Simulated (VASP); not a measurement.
Wanted: the native input for a VASP 6.6.1 run.

```yaml
Task: single point
Functional: PBE
Potentials_or_basis: VASP PAW PBE potentials, release 64 (Si, C)
Cutoff: 600 eV
k_mesh: 4 × 4 × 4
Occupations: gaussian, width 0.01 eV
Spin: no spin polarisation
Dipole_correction: no
Further_INCAR_settings: ALGO = Normal; EDIFF = 1e-06; NBANDS = 16
```

The structure of SiC (m.gw) lies in POSCAR:

```
SiC
1.0
    3.1052302636      0.0000000000      0.0000000000
    0.0000000000      4.3914587530      0.0000000000
    0.0000000000      0.0000000000      3.0945407111
Si C
2 2
Direct
    0.0000000000     -0.0001586011      0.0000000000
    0.5000000000      0.4998413989      0.5000000000
    0.0000000000      0.2501586011      0.5000000000
    0.5000000000      0.7501586011      0.0000000000
```

The input as run:

INCAR

```
SYSTEM = SiC
PREC = Accurate
ENCUT = 600
EDIFF = 1E-6
ISMEAR = 0
SIGMA = 0.01
LREAL = .False.
LASPH = .True.
NELM = 120
ALGO = Normal
ISIF = 2
LWAVE = .False.
LCHARG = .False.
GGA = PE
NBANDS = 16
GGA_COMPAT = .False.
```

KPOINTS

```
regular mesh
0
Gamma
  4 4 4
  0 0 0
```

Potentials or basis: VASP PAW PBE potentials, release 64 (Si, C).

Command:

```bash
$ cat potpaw_PBE.64/Si/POTCAR potpaw_PBE.64/C/POTCAR > POTCAR
$ mpirun -np 1 vasp_std > vasp.out
```

Results of the run:

* Pressure: -1.0 GPa
* Band gap on the k mesh: 1.33 eV

Caveat: the k points lie up to 0.51 Å⁻¹ apart.

It took 16 s on 1 thread of Intel(R) Xeon(R) Platinum 8488C (Sapphire Rapids) (shared host), peak memory 0.17 GiB.
